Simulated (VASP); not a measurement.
Input of a VASP 6.6.1 run:

Contents of INCAR:

```
SYSTEM = HfO2
PREC = Accurate
ENCUT = 520
EDIFF = 1E-7
ISMEAR = 0
SIGMA = 0.01
LREAL = .FALSE.
LASPH = .TRUE.
NELM = 100
ALGO = Normal
ISIF = 2
LWAVE = .FALSE.
LCHARG = .FALSE.
GGA = PE
NBANDS = 18
```

The input KPOINTS:

```
regular mesh
0
G
  4 4 4
  0 0 0
```

Contents of POSCAR:

```
HfO2
1.0
    0.0000000000      2.5291823175      2.5291823175
    2.5291823175      0.0000000000      2.5291823175
    2.5291823175      2.5291823175      0.0000000000
Hf O
1 2
Direct
    0.0000000000      0.0000000000      0.0000000000
    0.2500000000      0.2500000000      0.2500000000
    0.7500000000      0.7500000000      0.7500000000
```

Potentials or basis: VASP PAW PBE potentials, release 64 (Hf_pv, O).

Run with:

```console
$ cat potpaw_PBE.64/Hf_pv/POTCAR potpaw_PBE.64/O/POTCAR > POTCAR
$ mpirun -np 1 vasp_std > vasp.out
```

What does it give for the band gap on the k mesh?

3.82 eV, direct.

Predict the pressure.

2.1 GPa.

Caveat: the k points lie up to 0.54 Å⁻¹ apart; spin-orbit coupling is left out, which moves the levels of the heavy elements. A k mesh can miss the band edges.
